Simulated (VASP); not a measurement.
# C (R-3m) in VASP: further runs

Runs on C. Level: PBE. Tasks: single point.

All numbers are computed with VASP 6.6.1; they aren't measurements. Logs are shortened: lines on timing, memory, paths and dates and some standing lists are left out, and cuts for length are marked.

### Step 1. The cell of the first run

The structure is trigonal, space group R-3m (No. 166). The conventional cell has a = 2.522 Å, b = 2.522 Å, c = 6.178 Å, α = 90.00°, β = 90.00°, γ = 120.00°. Within 1.5 Å of C (site symmetry 3m) lie 1 C at 1.14 Å.

### Step 2. Single point, PBE (atoms displaced along a vibrational mode)

INCAR reads:

```
SYSTEM = C
  PREC = Accurate
  ENCUT = 520
  EDIFF = 1E-6
  ISMEAR = 0
  SIGMA = 0.05
  LREAL = .False.
  LASPH = .True.
  NELM = 80
  ALGO = Normal
  ISIF = 2
  LWAVE = .False.
  LCHARG = .False.
  GGA = PE
  NBANDS = 16
```

KPOINTS reads:

```
regular mesh
0
Gamma
  12 12 10
  0 0 0
```

POSCAR reads:

```
C
1.0
    0.0000000000     -1.7834000000     -1.7834000000
   -1.7834000000      0.0000000000     -1.7834000000
    1.7834000000      1.7834000000     -3.5668000000
C
4
Direct
    0.7014396432      0.7014396432      0.7661867856
    0.2014396432      0.2014396432      0.2661867856
    0.4235603568      0.4235603568      0.8588132144
    0.9235603568      0.9235603568      0.3588132144
```

Potentials or basis: VASP PAW PBE potentials, release 64 (C).

Command:

```sh
$ cat potpaw_PBE.64/C/POTCAR > POTCAR
$ mpirun -np 1 vasp_std > vasp.out
```

OUTCAR:

```text
SYSTEM = C
   PREC = Accurate
   ENCUT = 520
   EDIFF = 1E-6
   ISMEAR = 0
   LREAL = .False.
   LASPH = .True.
   NELM = 80
   ISIF = 2
   GGA = PE

 ion  position               nearest neighbor table
   1  0.701  0.701  0.766-   3 1.14   4 1.72   3 1.72   3 1.72
   2  0.201  0.201  0.266-   4 1.14   3 1.72   4 1.72   4 1.72
   3  0.424  0.424  0.859-   1 1.14   2 1.72   1 1.72   1 1.72
   4  0.924  0.924  0.359-   2 1.14   1 1.72   2 1.72   2 1.72

  LATTYP: Found a trigonal (rhomboedric) cell.
 ALAT       =     4.3684200073
 COS(alpha) =     0.8333333333

  Lattice vectors:

 A1 = (   1.7834000000,   3.5668000000,  -1.7834000000)
 A2 = (   3.5668000000,   1.7834000000,  -1.7834000000)
 A3 = (   1.7834000000,   1.7834000000,  -3.5668000000)

Analysis of symmetry for initial positions (statically):
=====================================================================
 Subroutine PRICEL returns following result:

  LATTYP: Found a face centered cubic cell.
 ALAT       =     3.5668000000

  Lattice vectors:

 A1 = (   0.0000000000,  -1.7834000000,   1.7834000000)
 A2 = (   1.7834000000,  -1.7834000000,   0.0000000000)
 A3 = (   1.7834000000,   0.0000000000,   1.7834000000)

   2 primitive cells build up your supercell.

 Routine SETGRP: Setting up the symmetry group for a
 trigonal (rhombohedral) supercell.

 Subroutine GETGRP returns: Found  4 space group operations
 (whereof  2 operations were pure point group operations)
 out of a pool of 12 trial point group operations.

The static configuration has the point symmetry C_1h.
 The point group associated with its full space group is C_2h.

Analysis of symmetry for dynamics (positions and initial velocities):
=====================================================================
 Subroutine PRICEL returns following result:

  LATTYP: Found a face centered cubic cell.
 ALAT       =     3.5668000000

  Lattice vectors:

 A1 = (   0.0000000000,  -1.7834000000,   1.7834000000)
 A2 = (   1.7834000000,  -1.7834000000,   0.0000000000)
 A3 = (   1.7834000000,   0.0000000000,   1.7834000000)

   2 primitive cells build up your supercell.

 Routine SETGRP: Setting up the symmetry group for a
 trigonal (rhombohedral) supercell.
[... 118 lines left out ...]
 SYSTEM =  C
   PREC   = accura    normal or accurate (medium, high low for compatibility)
   ISTART =      0    job   : 0-new  1-cont  2-samecut
   ICHARG =      2    charge: 1-file 2-atom 10-const
   ISPIN  =      1    spin polarized calculation?
   LNONCOLLINEAR =      F non collinear calculations
   LSORBIT =      F    spin-orbit coupling
   LASPH  =      T    aspherical Exc in radial PAW
   ENCUT  =  520.0 eV  38.22 Ry    6.18 a.u.   4.69  4.69  8.12*2*pi/ulx,y,z
   NELM   =     80;   NELMIN=  2; NELMDL= -5     # of ELM steps
   EDIFF  = 0.1E-05   stopping-criterion for ELM
   LREAL  =      F    real-space projection
   EDIFFG = 0.1E-04   stopping-criterion for IOM
   NSW    =      0    number of steps for IOM
   IBRION =     -1    ionic relax: 0-MD 1-quasi-New 2-CG
   NFREE  =      0    steps in history (QN), initial steepest desc. (CG)
   ISIF   =      2    stress and relaxation
   ISYM   =      2    0-nonsym 1-usesym 2-fastsym
   POTIM  = 0.5000    time-step for ionic-motion
   TEBEG  =    0.0;   TEEND  =   0.0 temperature during run
   PSTRESS=    0.0 pullay stress
   NELECT =      16.0000    total number of electrons
   NUPDOWN=      -1.0000    fix difference up-down
   EMIN   =  10.00;   EMAX   =-10.00  energy-range for DOS
   EFERMI =   0.00;   METHOD = LEGACY
   ISMEAR =     0;   SIGMA  =   0.05  broadening in eV -4-tet -1-fermi 0-gaus
   EFERMI_NEDOS =   21; number of points for ismear=-14 and -15
   IALGO  =     38    algorithm
   IMIX   =      4    mixing-type and parameters
     AMIX     =   0.40;   BMIX     =  1.00
     AMIX_MAG =   1.60;   BMIX_MAG =  1.00
  volume/ion in A,a.u.               =       5.67        38.28
  Fermi-wavevector in a.u.,A,eV,Ry     =   1.457178  2.753668 28.890189  2.123369
  Thomas-Fermi vector in A             =   2.574010
   LORBIT       =      0    0 simple, 1 ext, 2 COOP (PROOUT), +10 PAW based schemes
   GGA     = PE    functional components
   LHFCALC =     F    Hartree Fock is set to
   AEXX    =    0.0000 exact exchange contribution
   IVDW    =     0    specifies the selected vdW correction
   LEPSILON=     F    determine dielectric tensor
   LRPA    =     F    only Hartree local field effects (RPA)
 non-spin polarized calculation
 Gauss-broadening in eV      SIGMA  =   0.05
  energy-cutoff  :      520.00
  volume of cell :       22.69
 maximum number of plane-waves:       625
   NGX =  9   NGY =  9   NGZ = 17

 number of electron      15.9999999 magnetization

 Free energy of the ion-electron system (eV)
  ---------------------------------------------------
  ext. energy  EPLUGINS =         0.00000000
  ---------------------------------------------------
  free energy    TOTEN  =       -27.50580677 eV

  energy without entropy =      -27.50496738  energy(sigma->0) =      -27.50538708

 E-fermi :  10.8297     XC(G=0): -13.2236

 val. band max:       10.8236583013   @ k =   0.1667   0.0000   0.1000
 cond. band min:      10.8319658096   @ k =   0.0833   0.0833   0.5000
 fundamental gap:      0.0083075083
 Fermi energy:        10.8297070719

 k-point     1 :       0.0000    0.0000    0.0000
  band No.  band energies     occupation
      1     -12.1852      2.00000
      2      -7.3392      2.00000
      3      -3.1552      2.00000
      4       3.5255      2.00000
      5       3.7570      2.00000
      6      10.8875      0.10214
[... 433 lines left out ...]
      3      -1.2527      2.00000
      4      -1.2405      2.00000
      5       1.3288      2.00000
      6       1.8652      2.00000
[... 8 lines left out ...]
     15      25.8796      0.00000
     16      26.9126      0.00000

 [... further k-points ...]
[... 5 lines left out ...]
  --------------------------------------------------------------------------------------
  -------------------------------------------------------------------------------------
  Total       14.9882045     14.9882045     15.0723534     11.2849852     11.3482128     11.3482135
  in kB     1058.4099511   1058.4099511   1064.3522281    796.9026966    801.3675926    801.3676415
  external PRESSURE =    1060.3907101 kB  Pullay stress =       0.0000000 kB

 VOLUME and BASIS-vectors are now :
 -----------------------------------------------------------------------------
  energy-cutoff  :      520.00
  volume of cell :       22.69
      direct lattice vectors                 reciprocal lattice vectors
     0.000000000 -1.783400000 -1.783400000     0.140181675 -0.420545026 -0.140181675
    -1.783400000  0.000000000 -1.783400000    -0.420545026  0.140181675 -0.140181675
     1.783400000  1.783400000 -3.566800000     0.140181675  0.140181675 -0.140181675

 POSITION                                       TOTAL-FORCE (eV/Angst)
 -----------------------------------------------------------------------------------
      0.11547      0.11547     -5.23473       -14.987565    -14.987565    -14.983596
      0.11547      0.11547     -1.66793       -14.987565    -14.987565    -14.983596
      0.77623      0.77623     -4.57397        14.987565     14.987565     14.983596
     -1.00717     -1.00717     -4.57397        14.987565     14.987565     14.983596
 -----------------------------------------------------------------------------------
    total drift:                               -0.000000     -0.000000      0.000000

  FREE ENERGIE OF THE ION-ELECTRON SYSTEM (eV)
  ---------------------------------------------------
  free  energy   TOTEN  =       -27.5058067672 eV

  energy  without entropy=      -27.5049673829  energy(sigma->0) =      -27.50538708
```

OSZICAR:

```text
N       E                     dE             d eps       ncg     rms          rms(c)
DAV:   1     0.266862446043E+02    0.26686E+02   -0.84617E+03 12784   0.975E+02
DAV:   2    -0.287896611352E+02   -0.55476E+02   -0.51156E+02 17328   0.191E+02
DAV:   3    -0.303414924005E+02   -0.15518E+01   -0.15463E+01 15064   0.282E+01
DAV:   4    -0.303470823900E+02   -0.55900E-02   -0.55894E-02 16680   0.211E+00
DAV:   5    -0.303471142994E+02   -0.31909E-04   -0.31910E-04 14816   0.143E-01    0.109E+01
DAV:   6    -0.280844305910E+02    0.22627E+01   -0.16348E+00 14728   0.101E+01    0.607E+00
DAV:   7    -0.275019274106E+02    0.58250E+00   -0.14674E+00 15976   0.956E+00    0.192E+00
DAV:   8    -0.275056925417E+02   -0.37651E-02   -0.57709E-02 13280   0.181E+00    0.187E-01
DAV:   9    -0.275057231579E+02   -0.30616E-04   -0.16707E-03 16272   0.330E-01    0.713E-02
DAV:  10    -0.275058002619E+02   -0.77104E-04   -0.17393E-04 16064   0.990E-02    0.150E-02
DAV:  11    -0.275058062184E+02   -0.59565E-05   -0.79539E-06 15424   0.254E-02    0.103E-02
DAV:  12    -0.275058067672E+02   -0.54876E-06   -0.19705E-06 13504   0.111E-02
   1 F= -.27505807E+02 E0= -.27505387E+02  d E =-.839384E-03
```

Wall time 1.7 min (1 thread of Intel Xeon Platinum 8259CL at 2.50GHz (Skylake/Cascade Lake), shared host); peak memory 0.21 GiB.

Results:

```yaml
Free_energy: -27.5058 eV
Pressure: 106.0 GPa
Largest_force: 25.957 eV/Å
Band_gap_on_the_k_mesh: zero (bands 8 and 9 overlap by 0.70 eV)
```

Forces on the atoms (eV/Å):
```
C   -14.988 -14.988 -14.984
C   -14.988 -14.988 -14.984
C    14.988  14.988  14.984
C    14.988  14.988  14.984
```

Stress tensor (GPa, compression positive):
```
105.84  79.69  80.14
 79.69 105.84  80.14
 80.14  80.14 106.44
```

Caveat: the cell differs from its parent crystal (atoms displaced along a vibrational mode); the cell stands under pressure; forces of over 1 eV/Å act on the atoms, so gaps and moduli don't describe the material at rest.

### Step 3. Single point, PBE (atoms displaced along a vibrational mode)

INCAR reads:

```
SYSTEM = C
  PREC = Accurate
  ENCUT = 520
  EDIFF = 1E-6
  ISMEAR = 0
  SIGMA = 0.05
  LREAL = .FALSE.
  LASPH = .TRUE.
  NELM = 60
  ALGO = Normal
  ISIF = 2
  LWAVE = .FALSE.
  LCHARG = .FALSE.
  GGA = PE
  NBANDS = 16
```

KPOINTS reads:

```
regular mesh
0
G
  12 12 10
  0 0 0
```

POSCAR reads:

```
C
1.0
    0.0000000000     -1.7834000000     -1.7834000000
   -1.7834000000      0.0000000000     -1.7834000000
    1.7834000000      1.7834000000     -3.5668000000
C
4
Direct
    0.7135797324      0.7135797324      0.7621400892
    0.2135797324      0.2135797324      0.2621400892
    0.4114202676      0.4114202676      0.8628599108
    0.9114202676      0.9114202676      0.3628599108
```

Potentials or basis: VASP PAW PBE potentials, release 64 (C).

Command:

```sh
$ cat potpaw_PBE.64/C/POTCAR > POTCAR
$ mpirun -np 1 vasp_std > vasp.out
```

Run time: 1.7 min. Hardware: 1 thread of Intel Xeon Platinum 8259CL at 2.50GHz (Skylake/Cascade Lake), shared host; peak memory 0.21 GiB.

It converged, with:

| Quantity | Value |
| --- | --- |
| Free energy | -31.7823 eV |
| Pressure | 52.2 GPa |
| Largest force | 17.305 eV/Å |
| Band gap on the k mesh | zero (bands 8 and 9 overlap by 0.42 eV) |

Forces on the atoms (eV/Å):
```
C   -9.997 -9.997 -9.980
C   -9.997 -9.997 -9.980
C    9.997  9.997  9.980
C    9.997  9.997  9.980
```

Stress tensor (GPa, compression positive):
```
51.98 37.73 38.18
37.73 51.98 38.18
38.18 38.18 52.52
```

Levels at points of the mesh, in eV from the Fermi level:
```
           k point  band 5  band 6  band 7  band 8  band 9  band 10  band 11  band 12
(0.00, 0.00, 0.00)   -6.99   -1.94    0.38    0.38    0.91     0.91     1.14     4.61
(0.50, 0.00, 0.00)   -9.52   -9.52   -6.22   -6.22    0.82     0.82     8.41     8.41
(0.50, 0.50, 0.00)   -8.34   -8.07   -4.92   -4.92   -0.04     3.47     7.38     7.63
(0.00, 0.00, 0.50)   -5.92   -5.92   -1.39   -1.39    1.82     1.82     3.86     3.86
(0.50, 0.00, 0.50)   -8.34   -8.07   -7.48   -1.94   -0.04     1.14     3.47     4.61
(0.50, 0.50, 0.50)   -8.23   -8.23   -6.75   -6.75    4.37     4.37     6.85     6.85
```

Caveat: the cell differs from its parent crystal (atoms displaced along a vibrational mode); the cell stands under pressure; forces of over 1 eV/Å act on the atoms, so gaps and moduli don't describe the material at rest.

[end of part 1 of 2]
